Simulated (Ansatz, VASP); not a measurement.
**Sb3Se in VASP and in Ansatz**

```
Sb Se
1.0
     3.70451    0.00000    0.00000
     0.00000    3.70451    0.00000
     0.00000    0.00000    7.46664
Sb Se
3 1
Cartesian
  1.8523 1.8523 5.6534
  0.0000 0.0000 3.7333
  1.8523 1.8523 1.8132
  0.0000 0.0000 0.0000
```

Change from the starting cell: species swapped into the Dy3Mg type (P4/mmm, No. 123).

Alike in both runs: functional PBE; k mesh 6 × 6 × 2; occupations gaussian, width 0.1 eV; no spin polarisation.

Ansatz relaxed the structure, and its values are those at the end. VASP's run is a single point on that final structure, the one shown.

|  | VASP | Ansatz |
| --- | --- | --- |
| version | VASP 6.6.1 | Ansatz 0.2.0 |
| potentials or method | VASP PAW PBE potentials, release 64 (Sb, Se), cutoff 520 eV | scalar-relativistic, plane waves, PAW |
| valence electrons in the cell | 21 | 61 |

|  | VASP | Ansatz | Ansatz less VASP |
| --- | --- | --- | --- |
| gap on the k mesh at the Fermi level (eV) | none | none | - |
| pressure (GPa) | 0.0 | 0.2 | +0.14 |
| rms of the force components (eV/Å) | 0.010 | 0.012 | +0.0018 |

A gap of «none» marks a metal or a gap that the smearing closes. VASP's potentials hold 21 valence electrons a cell and Ansatz's 61, so a difference there can come from the potentials and not from the codes.

The k mesh is coarse, so the values compare programs but aren't converged. Neither program's run includes spin-orbit coupling.
